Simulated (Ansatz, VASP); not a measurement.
Two plane-wave programs on TiO2

INCAR

```
ALGO = Normal
EDIFF = 1E-6
ENCUT = 520
GGA = PE
ISIF = 2
ISMEAR = 0
LASPH = T
LCHARG = F
LDAU = T
LDAUJ = 0 0
LDAUL = 2 -1
LDAUPRINT = 1
LDAUTYPE = 2
LDAUU = 4 0
LMAXMIX = 4
LREAL = F
LWAVE = F
NBANDS = 33
NELM = 150
PREC = Accurate
SIGMA = 0.05
```

The input KPOINTS:

```
k-points
0
Gamma
  6 6 6
```

The input POSCAR:

```
TiO2
1.0
    2.7694294151     -2.7695063740     -0.0206655901
    2.7694294151      2.7695063740     -0.0206655901
   -2.7318590789      0.0000000000      5.0374958942
Ti O
2 4
Direct
    0.1250069486      0.8749930514      0.2500000000
    0.8749930514      0.1250069486      0.7500000000
    0.3179523568      0.0679756321      0.6359144355
    0.6820476432      0.9320243679      0.3640855645
    0.9320243679      0.6820476432      0.8640855645
    0.0679756321      0.3179523568      0.1359144355
```

Input for Ansatz:

```yaml
crystal:
  lattice:
    - [2.7694294151, -2.769506374, -0.0206655901]
    - [2.7694294151, 2.769506374, -0.0206655901]
    - [-2.7318590789, 0.0, 5.0374958942]
  atoms:
    - { symbol: Ti, position: [0.1250069486, 0.8749930514, 0.25] }
    - { symbol: Ti, position: [0.8749930514, 0.1250069486, 0.75] }
    - { symbol: O, position: [0.3179523568, 0.0679756321, 0.6359144355] }
    - { symbol: O, position: [0.6820476432, 0.9320243679, 0.3640855645] }
    - { symbol: O, position: [0.9320243679, 0.6820476432, 0.8640855645] }
    - { symbol: O, position: [0.0679756321, 0.3179523568, 0.1359144355] }
basis:
  ecutwfc: 520.0
kpoints:
  mp_grid: { grid: [6, 6, 6] }
hamiltonian:
  xc: pbe
  pseudopotentials: { kind: paw, azcp: { folder: soft_1 } }
  hubbard: { sites: [{ species: Ti, l: d, u_eff: 4.0 }] }
scf:
  occupations: { method: gaussian, width: 0.05 }
output:
  forces: true
  stress: true
  eigenvalues: true
```

Alike in both runs: task single point; functional PBE; k mesh 6 × 6 × 6; occupations gaussian, width 0.05 eV; no spin polarisation; Hubbard terms Ti d U = 4.0 eV.

|  | VASP | Ansatz |
| --- | --- | --- |
| version | VASP 6.6.1 | Ansatz 0.2.0 |
| potentials or method | VASP PAW PBE potentials, release 64 (Ti_sv, O), cutoff 520 eV | scalar-relativistic, plane waves, PAW |
| valence electrons in the cell | 48 | 48 |

VASP gave:

- gap on the k mesh at the Fermi level (eV): 2.61
- least direct gap on the mesh (eV): 2.80
- pressure (GPa): -2.6
- traceless stress, the component that is largest in VASP (GPa): 9.77
- rms of the force components (eV/Å): 0.829

Question: Estimate Ansatz's values.

Answer: gap on the k mesh at the Fermi level (eV): 2.63; least direct gap on the mesh (eV): 2.81; pressure (GPa): -6.0; traceless stress, the component that is largest in VASP (GPa): 8.85; rms of the force components (eV/Å): 0.721.

The programs project onto different local orbitals, so the same U acts differently, and such runs can settle in different states. Atom by atom the forces differ by 0.109 eV/Å (rms over components).
